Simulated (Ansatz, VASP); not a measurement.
**Two plane-wave programs on Sr2TiC2**

```
Sr Ti C
1.0
     6.23666    0.00000    0.00000
    -3.11833    5.40111    0.00000
     0.00000    0.00000    4.81495
Sr Ti C
2 1 2
Cartesian
  0.0000 3.6007 2.4075
  3.1183 1.8004 2.4075
  0.0000 0.0000 2.4075
  0.0000 3.6007 0.0000
  3.1183 1.8004 0.0000
```

Alike in both runs: functional PBE; k mesh 6 × 6 × 8; occupations gaussian, width 0.1 eV; collinear spin.

Ansatz relaxed the structure, and its values are those at the end. VASP's run is a single point on that final structure, the one shown.

|  | VASP | Ansatz |
| --- | --- | --- |
| version | VASP 6.6.1 | Ansatz 0.2.0 |
| potentials or method | VASP PAW PBE potentials, release 64 (Sr_sv, Ti_sv, C), cutoff 520 eV | scalar-relativistic, plane waves, PAW |
| valence electrons in the cell | 40 | 40 |

|  | VASP | Ansatz | Ansatz less VASP |
| --- | --- | --- | --- |
| gap on the k mesh at the Fermi level (eV) | none | none | - |
| pressure (GPa) | -0.2 | 0.0 | +0.19 |
| net moment per atom (μB) | 0.02 | 0.53 | +0.515 |
| size of the moment on the site where the two differ most (μB) | 0.26 | 2.26 | +2.004 |

The net moments are unlike, so the other rows may belong to different states. Site moments also hang on the region over which each program counts them. A gap of «none» marks a metal or a gap that the smearing closes. Ansatz's warnings: given moment on shells.
